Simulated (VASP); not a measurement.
# YbC (P1) in VASP: single point with r2SCAN+U

Aim: the single point of YbC with r2SCAN+U.

Everything below comes from runs of VASP 6.6.1. Logs are shortened: lines on timing, memory, paths and dates and some standing lists are left out, and cuts for length are marked.

## 1. The cell of the first run

The typed cell holds 2 atoms: a = 3.444 Å, b = 3.457 Å, c = 3.443 Å, α = 60.68°, β = 62.58°, γ = 64.17°.

## 2. Single point, r2SCAN+U, collinear spin, ferromagnetic start

POSCAR reads:

```
YbC
1.0
   -0.1213890000      2.4606550000      2.4062020000
    2.5067310000     -0.0943710000      2.3791840000
    2.4705370000      2.3974430000     -0.0581770000
Yb C
1 1
Direct
    0.0475400000      0.9263700000      0.9987180000
    0.5053430000      0.4806120000      0.5415510000
```

INCAR.step1 reads:

```
PREC = Accurate
ENCUT = 520
ISMEAR = -5
SIGMA = 0.0157
LREAL = F
LASPH = T
NELM = 150
ISPIN = 2
MAGMOM = 1 0
LMAXMIX = 6
LDAU = T
LDAUTYPE = 2
LDAUL = 3 -1
LDAUU = 4.75 0
LDAUJ = 0 0
GGA = PE
ALGO = Normal
EDIFF = 1E-4
LWAVE = T
LCHARG = F
```

INCAR.step2 reads:

```
PREC = Accurate
ENCUT = 520
EDIFF = 1E-7
ISMEAR = 1
SIGMA = 0.0157
LREAL = F
LASPH = T
NELM = 150
ALGO = Normal
ISIF = 2
LWAVE = F
LCHARG = F
ISPIN = 2
MAGMOM = 1 0
LORBIT = 11
LMAXMIX = 6
LDAU = T
LDAUTYPE = 2
LDAUL = 3 -1
LDAUU = 4.75 0
LDAUJ = 0 0
LDAUPRINT = 1
METAGGA = R2SCAN
LMIXTAU = T
ISTART = 1
```

KPOINTS reads:

```
Automatic mesh
0
Gamma
  6 6 6
  0.5 0 0.5
```

Potentials or basis: VASP PAW PBE potentials, release 64 (Yb, C).

On the command line:

```bash
$ cat potpaw_PBE.64/Yb/POTCAR potpaw_PBE.64/C/POTCAR > POTCAR
$ cp INCAR.step1 INCAR
$ mpirun -np 1 vasp_std > vasp.out
$ cp INCAR.step2 INCAR
$ mpirun -np 1 vasp_std > vasp.out
```

OUTCAR:

```text
PREC = Accurate
   ENCUT = 520
   EDIFF = 1E-7
   ISMEAR = 1
   LREAL = F
   LASPH = T
   NELM = 150
   ISIF = 2
   ISPIN = 2
   LORBIT = 11
   METAGGA = R2SCAN
   ISTART = 1

 ion  position               nearest neighbor table
   1  0.048  0.926  0.999-   2 2.30   2 2.41   2 2.46   2 2.48   2 2.50   2 2.80
   2  0.505  0.481  0.542-   1 2.30   1 2.41   1 2.46   1 2.48   1 2.50   1 2.80

  LATTYP: Found a triclinic cell.
 ALAT       =     6.0048788300
 B/A-ratio  =     0.5805035784
 C/A-ratio  =     1.3794896696
 COS(alpha) =     0.0059791921
 COS(beta)  =     0.4687152100
 COS(gamma) =     0.8684036687

  Lattice vectors:

 A1 = (   2.4343430000,   4.8892570000,  -2.4955380000)
 A2 = (  -0.0361940000,   2.4918140000,  -2.4373610000)
 A3 = (   4.8558790000,   4.7637270000,   4.7272090000)

Analysis of symmetry for initial positions (statically):
=====================================================================
 Subroutine PRICEL returns:
 Original cell was already a primitive cell.

 Routine SETGRP: Setting up the symmetry group for a
 triclinic supercell.

 Subroutine GETGRP returns: Found  1 space group operations
 (whereof  1 operations were pure point group operations)
 out of a pool of  2 trial point group operations.

The static configuration has the point symmetry C_1 .

Analysis of symmetry for dynamics (positions and initial velocities):
=====================================================================
 Subroutine PRICEL returns:
 Original cell was already a primitive cell.

 Routine SETGRP: Setting up the symmetry group for a
 triclinic supercell.

 Subroutine GETGRP returns: Found  1 space group operations
 (whereof  1 operations were pure point group operations)
 out of a pool of  2 trial point group operations.

The dynamic configuration has the point symmetry C_1 .

Analysis of structural, dynamic, and magnetic symmetry:
=====================================================================
 Subroutine PRICEL returns:
 Original cell was already a primitive cell.

 Routine SETGRP: Setting up the symmetry group for a
 triclinic supercell.

 Subroutine GETGRP returns: Found  1 space group operations
 (whereof  1 operations were pure point group operations)
 out of a pool of  2 trial point group operations.

The overall configuration has the point symmetry C_1 .

 Subroutine INISYM returns: Found  1 space group operations
 (whereof  1 operations are pure point group operations),
 and found     1 'primitive' translations

----------------------------------------------------------------------------------------

                                     Primitive cell

  volume of cell :      30.5356

  direct lattice vectors                    reciprocal lattice vectors
    -0.121389000  2.460655000  2.406202000    -0.186617017  0.197267801  0.204446155
     2.506731000 -0.094371000  2.379184000     0.193606159 -0.194446599  0.208614096
     2.470537000  2.397443000 -0.058177000     0.199158396  0.206987978 -0.201624953

  length of vectors
     3.443743077  3.457328839  3.443061221     0.339909880  0.344692132  0.350942604

  position of ions in fractional coordinates (direct lattice)
     0.047540000  0.926370000  0.998718000
     0.505343000  0.480612000  0.541551000

  ion indices of the primitive-cell ions
   primitive index   ion index
                 1           1
                 2           2

----------------------------------------------------------------------------------------

 KPOINTS: Automatic mesh

Automatic generation of k-mesh.
[... 71 lines left out ...]
   NFREE  =      0    steps in history (QN), initial steepest desc. (CG)
   ISIF   =      2    stress and relaxation
   ISYM   =      2    0-nonsym 1-usesym 2-fastsym
   POTIM  = 0.5000    time-step for ionic-motion
   TEBEG  =    0.0;   TEEND  =   0.0 temperature during run
   PSTRESS=    0.0 pullay stress
   NELECT =      28.0000    total number of electrons
   NUPDOWN=      -1.0000    fix difference up-down
   EMIN   =  10.00;   EMAX   =-10.00  energy-range for DOS
   EFERMI =   0.00;   METHOD = LEGACY
   ISMEAR =     1;   SIGMA  =   0.02  broadening in eV -4-tet -1-fermi 0-gaus
   EFERMI_NEDOS =   21; number of points for ismear=-14 and -15
   IALGO  =     38    algorithm
   IMIX   =      4    mixing-type and parameters
     AMIX     =   0.40;   BMIX     =  1.00
     AMIX_MAG =   1.60;   BMIX_MAG =  1.00
  volume/ion in A,a.u.               =      15.27       103.03
  Fermi-wavevector in a.u.,A,eV,Ry     =   1.590469  3.005551 34.417186  2.529592
  Thomas-Fermi vector in A             =   2.689159
   LORBIT       =     11    0 simple, 1 ext, 2 COOP (PROOUT), +10 PAW based schemes
 LDA+U is selected, type is set to LDAUTYPE =  2
   angular momentum for each species LDAUL =     3   -1
   U (eV)           for each species LDAUU =   4.8  0.0
   J (eV)           for each species LDAUJ =   0.0  0.0
   METAGGA = R2SCAN    functional components
   LHFCALC =     F    Hartree Fock is set to
   AEXX    =    0.0000 exact exchange contribution
   IVDW    =     0    specifies the selected vdW correction
   LEPSILON=     F    determine dielectric tensor
   LRPA    =     F    only Hartree local field effects (RPA)
 spin polarized calculation
 Methfessel and Paxton  Order N= 1 SIGMA  =   0.02
  energy-cutoff  :      520.00
  volume of cell :       30.54
 maximum number of plane-waves:       837
 NGX is ok and might be reduce to    28
   NGX = 13   NGY = 13   NGZ = 13

atom =   1  type =  1  l = 3

 onsite density matrix

spin component  1

  0.9635  0.0003 -0.0148  0.0019 -0.0031 -0.0002  0.0093
  0.0003  0.9902  0.0003  0.0004  0.0001  0.0003  0.0001
 -0.0148  0.0003  0.9638  0.0010 -0.0022 -0.0000  0.0039
  0.0019  0.0004  0.0010  0.9410  0.0042 -0.0027 -0.0070
 -0.0031  0.0001 -0.0022  0.0042  0.9666 -0.0005  0.0125
 -0.0002  0.0003 -0.0000 -0.0027 -0.0005  0.9777 -0.0001
  0.0093  0.0001  0.0039 -0.0070  0.0125 -0.0001  0.9548

spin component  2

  0.9493 -0.0003 -0.0129  0.0006 -0.0035 -0.0006 -0.0009
 -0.0003  0.9896  0.0001 -0.0005  0.0001  0.0000 -0.0003
 -0.0129  0.0001  0.9646 -0.0009 -0.0037 -0.0011  0.0004
  0.0006 -0.0005 -0.0009  0.9370  0.0048 -0.0032 -0.0034
 -0.0035  0.0001 -0.0037  0.0048  0.9596 -0.0017  0.0070
 -0.0006  0.0000 -0.0011 -0.0032 -0.0017  0.9775  0.0012
 -0.0009 -0.0003  0.0004 -0.0034  0.0070  0.0012  0.9551

 occupancies and eigenvectors

  o =  0.9314  v = -0.3481 -0.0020 -0.2651  0.6413 -0.3164  0.0330  0.5441  0.0000  0.0000  0.0000  0.0000  0.0000  0.0000  0.0000      0.0000  0.0000  0.0000  0.0000  0.0000  0.0000  0.0000  0.0000  0.0000  0.0000  0.0000  0.0000  0.0000  0.0000
  o =  0.9345  v =  0.0000  0.0000  0.0000  0.0000  0.0000  0.0000  0.0000  0.1510 -0.0098  0.0726 -0.9171  0.2697 -0.0474 -0.2363      0.0000  0.0000  0.0000  0.0000  0.0000  0.0000  0.0000  0.0000  0.0000  0.0000  0.0000  0.0000  0.0000  0.0000
  o =  0.9409  v =  0.0000  0.0000  0.0000  0.0000  0.0000  0.0000  0.0000  0.8156  0.0059  0.4875  0.2313  0.2005  0.0574 -0.0095      0.0000  0.0000  0.0000  0.0000  0.0000  0.0000  0.0000  0.0000  0.0000  0.0000  0.0000  0.0000  0.0000  0.0000
  o =  0.9460  v = -0.4494  0.0120 -0.4119 -0.7226 -0.1401 -0.0668  0.2862  0.0000  0.0000  0.0000  0.0000  0.0000  0.0000  0.0000      0.0000  0.0000  0.0000  0.0000  0.0000  0.0000  0.0000  0.0000  0.0000  0.0000  0.0000  0.0000  0.0000  0.0000
  o =  0.9520  v =  0.0000  0.0000  0.0000  0.0000  0.0000  0.0000  0.0000 -0.2046 -0.0041 -0.0194  0.3023  0.4639  0.1013 -0.8006      0.0000  0.0000  0.0000  0.0000  0.0000  0.0000  0.0000  0.0000  0.0000  0.0000  0.0000  0.0000  0.0000  0.0000
  o =  0.9585  v =  0.3908 -0.0067  0.5409 -0.2451 -0.4334 -0.0371  0.5526  0.0000  0.0000  0.0000  0.0000  0.0000  0.0000  0.0000      0.0000  0.0000  0.0000  0.0000  0.0000  0.0000  0.0000  0.0000  0.0000  0.0000  0.0000  0.0000  0.0000  0.0000
  o =  0.9655  v =  0.0000  0.0000  0.0000  0.0000  0.0000  0.0000  0.0000 -0.2276  0.0015  0.0291  0.0548  0.7990  0.0648  0.5493      0.0000  0.0000  0.0000  0.0000  0.0000  0.0000  0.0000  0.0000  0.0000  0.0000  0.0000  0.0000  0.0000  0.0000
  o =  0.9722  v =  0.0000  0.0000  0.0000  0.0000  0.0000  0.0000  0.0000 -0.4668 -0.0169  0.8672 -0.0544 -0.1582  0.0406 -0.0087      0.0000  0.0000  0.0000  0.0000  0.0000  0.0000  0.0000  0.0000  0.0000  0.0000  0.0000  0.0000  0.0000  0.0000
  o =  0.9741  v = -0.1775 -0.0095  0.2687 -0.0128  0.8019  0.1026  0.4925  0.0000  0.0000  0.0000  0.0000  0.0000  0.0000  0.0000      0.0000  0.0000  0.0000  0.0000  0.0000  0.0000  0.0000  0.0000  0.0000  0.0000  0.0000  0.0000  0.0000  0.0000
  o =  0.9779  v =  0.1168 -0.0241 -0.1185 -0.0787 -0.0679  0.9802  0.0107  0.0000  0.0000  0.0000  0.0000  0.0000  0.0000  0.0000      0.0000  0.0000  0.0000  0.0000  0.0000  0.0000  0.0000  0.0000  0.0000  0.0000  0.0000  0.0000  0.0000  0.0000
  o =  0.9780  v =  0.0000  0.0000  0.0000  0.0000  0.0000  0.0000  0.0000  0.0150 -0.0026 -0.0604 -0.0897 -0.0921  0.9891  0.0355      0.0000  0.0000  0.0000  0.0000  0.0000  0.0000  0.0000  0.0000  0.0000  0.0000  0.0000  0.0000  0.0000  0.0000
  o =  0.9794  v =  0.6920 -0.0015 -0.6175  0.0017  0.2117 -0.1453  0.2719  0.0000  0.0000  0.0000  0.0000  0.0000  0.0000  0.0000      0.0000  0.0000  0.0000  0.0000  0.0000  0.0000  0.0000  0.0000  0.0000  0.0000  0.0000  0.0000  0.0000  0.0000
  o =  0.9896  v =  0.0000  0.0000  0.0000  0.0000  0.0000  0.0000  0.0000 -0.0116  0.9998  0.0122 -0.0104 -0.0008  0.0027 -0.0065      0.0000  0.0000  0.0000  0.0000  0.0000  0.0000  0.0000  0.0000  0.0000  0.0000  0.0000  0.0000  0.0000  0.0000
  o =  0.9902  v = -0.0095 -0.9996 -0.0068 -0.0063 -0.0044 -0.0250 -0.0067  0.0000  0.0000  0.0000  0.0000  0.0000  0.0000  0.0000      0.0000  0.0000  0.0000  0.0000  0.0000  0.0000  0.0000  0.0000  0.0000  0.0000  0.0000  0.0000  0.0000  0.0000

 number of electron      28.0000002 magnetization       0.1476189

 Free energy of the ion-electron system (eV)
  ---------------------------------------------------
  ext. energy  EPLUGINS =         0.00000000
  ---------------------------------------------------
  free energy    TOTEN  =       -43.58428080 eV

  energy without entropy =      -43.58425429  energy(sigma->0) =      -43.58427197

 E-fermi :   2.0876     XC(G=0): -12.4383

 val. band max:        2.0838585526   @ k =   0.4167  -0.1667   0.0833
 cond. band min:       2.0920085906   @ k =  -0.2500  -0.1667   0.2500
 fundamental gap:      0.0081500380
 Fermi energy:         2.0875849729

 spin component 1

 k-point     1 :       0.0833    0.0000    0.0833
  band No.  band energies     occupation
      1     -49.1212      1.00000
      2     -20.6111      1.00000
      3     -20.5829      1.00000
      4     -20.5513      1.00000
      5      -8.5099      1.00000
      6       0.5976      1.00000
[... 1049 lines left out ...]
     18      11.5360      0.00000
     19      11.9304      0.00000

 [... further k-points ...]

------------------------ aborting loop because EDIFF is reached ----------------------------------------

  FORCE on cell =-STRESS in cart. coord.  units (eV):
  Direction    XX          YY          ZZ          XY          YZ          ZX
  --------------------------------------------------------------------------------------
  -------------------------------------------------------------------------------------
  Total        0.8688015     -0.1051312      0.6883815      0.2973640      0.0639109     -0.0254313
  in kB       45.5852442     -5.5161414     36.1187682     15.6024230      3.3533477     -1.3343558
  external PRESSURE =      25.3959570 kB  Pullay stress =       0.0000000 kB

 VOLUME and BASIS-vectors are now :
 -----------------------------------------------------------------------------
  energy-cutoff  :      520.00
  volume of cell :       30.54
      direct lattice vectors                 reciprocal lattice vectors
    -0.121389000  2.460655000  2.406202000    -0.186617017  0.197267801  0.204446155
     2.506731000 -0.094371000  2.379184000     0.193606159 -0.194446599  0.208614096
     2.470537000  2.397443000 -0.058177000     0.199158396  0.206987978 -0.201624953

 POSITION                                       TOTAL-FORCE (eV/Angst)
 -----------------------------------------------------------------------------------
      4.78376      2.42393      2.26029         0.867199     -0.082703      0.047415
      2.48134      2.49646      2.32792        -0.867199      0.082703     -0.047415
 -----------------------------------------------------------------------------------
    total drift:                                0.000859     -0.004911      0.000697

  FREE ENERGIE OF THE ION-ELECTRON SYSTEM (eV)
  ---------------------------------------------------
  free  energy   TOTEN  =       -43.5842808038 eV

  energy  without entropy=      -43.5842542904  energy(sigma->0) =      -43.58427197

 total charge

# of ion       s       p       d       f       tot
--------------------------------------------------
    1        2.158   6.087   0.513  13.478  22.236
    2        0.936   1.337   0.000   0.000   2.273
--------------------------------------------------
tot          3.094   7.425   0.513  13.478  24.509

 magnetization (x)

# of ion       s       p       d       f       tot
--------------------------------------------------
    1       -0.000   0.004   0.012   0.025   0.040
    2        0.003   0.053   0.000   0.000   0.056
--------------------------------------------------
tot          0.003   0.056   0.012   0.025   0.095
```

Wall time 9.1 min (1 thread of Intel Xeon 6975P-C (Granite Rapids), shared host); peak memory 0.29 GiB.

What came out:

- Free energy: -43.5843 eV
- Pressure: 2.5 GPa
- Largest force: 0.872 eV/Å
- Net moment: 0.15 μB per cell
- Site moments: Yb +0.04; C +0.06 μB
- Valence electrons inside the program's atomic spheres: Yb 22.24; C 2.27

Forces on the atoms (eV/Å):
```
Yb   0.867 -0.083  0.047
C   -0.867  0.083 -0.047
```

Eigenvalues of the final occupation matrices:
| site | spin | trace | eigenvalues |
| --- | --- | --- | --- |
| site 1 f | 1 | 6.76 | 0.93 0.95 0.96 0.97 0.98 0.98 0.99 |
| site 1 f | 2 | 6.73 | 0.93 0.94 0.95 0.97 0.97 0.98 0.99 |

Caveat: the k points lie up to 0.37 Å⁻¹ apart; the PAW data sets were made with another functional, which shifts forces and pressure a little; spin-orbit coupling is left out, which moves the levels of the heavy elements. The state reached can hang on the start; a lower one may exist.
